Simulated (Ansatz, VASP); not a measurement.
**Two plane-wave programs on Ge5Pd**

```
CELL_PARAMETERS angstrom
0.00000 4.59323 4.59323
4.59323 0.00000 4.59323
4.59323 4.59323 0.00000
ATOMIC_POSITIONS crystal
Ge 0.50000 0.50000 0.50000
Ge 0.34887 0.95340 0.34887
Ge 0.34887 0.34887 0.34887
Ge 0.95340 0.34887 0.34887
Ge 0.34887 0.34887 0.95340
Pd 0.00000 0.00000 0.00000
```

Alike in both runs: functional PBE; k mesh 8 × 8 × 8; occupations gaussian, width 0.1 eV; no spin polarisation.

Ansatz relaxed the structure, and its values are those at the end. VASP's run is a single point on that final structure, the one shown.

```csv
,VASP,Ansatz
version,VASP 6.6.1,Ansatz 0.2.0
potentials or method,"VASP PAW PBE potentials, release 64 (Ge_d, Pd), cutoff 520 eV","scalar-relativistic, plane waves, PAW"
valence electrons in the cell,80,88
```

VASP gave:

```
gap on the k mesh at the Fermi level (eV) : none
pressure (GPa)                            : 0.0
rms of the force components (eV/Å)        : 0.005
```

Q: What did Ansatz give for the same quantities?

A: gap on the k mesh at the Fermi level (eV): none; pressure (GPa): 0.0; rms of the force components (eV/Å): 0.002.

A gap of «none» marks a metal or a gap that the smearing closes. VASP's potentials hold 80 valence electrons a cell and Ansatz's 88, so a difference there can come from the potentials and not from the codes.
